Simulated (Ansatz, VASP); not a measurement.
## MgO in VASP and in Ansatz

```
Mg O
1.0
    -3.52132    0.00000    0.00000
    -1.76066   -3.04955    0.00000
    -2.34754   -2.54129   12.71815
Mg O
6 6
Direct
  0.64583 0.59721 0.08335
  0.56250 0.31943 0.41668
  0.47916 0.04165 0.75002
  0.10416 0.56943 0.91668
  0.27083 0.12499 0.25002
  0.18750 0.84721 0.58335
  0.43750 0.90276 0.91668
  0.60416 0.45832 0.25002
  0.52083 0.18054 0.58335
  0.31250 0.26388 0.08335
  0.22916 0.98610 0.41668
  0.14583 0.70832 0.75002
```

Alike in both runs: task single point; functional PBE; k mesh 7 × 7 × 2; occupations gaussian, width 0.05 eV; no spin polarisation.

|  | VASP | Ansatz |
| --- | --- | --- |
| version | VASP 6.6.1 | Ansatz 0.2.0 |
| potentials or method | VASP PAW PBE potentials, release 64 (Mg, O), cutoff 520 eV | scalar-relativistic, plane waves, PAW |
| valence electrons in the cell | 48 | 96 |

|  | VASP | Ansatz | Ansatz less VASP |
| --- | --- | --- | --- |
| gap on the k mesh at the Fermi level (eV) | 2.98 | 3.01 | +0.023 |
| least direct gap on the mesh (eV) | 2.98 | 3.01 | +0.023 |
| pressure (GPa) | -0.4 | 0.1 | +0.53 |
| traceless stress, the component that is largest in VASP (GPa) | 4.35 | 4.29 | -0.059 |
| rms of the force components (eV/Å) | 0.464 | 0.456 | -0.0076 |

Atom by atom the forces differ by 0.009 eV/Å (rms over components). VASP's potentials hold 48 valence electrons a cell and Ansatz's 96, so a difference there can come from the potentials and not from the codes.
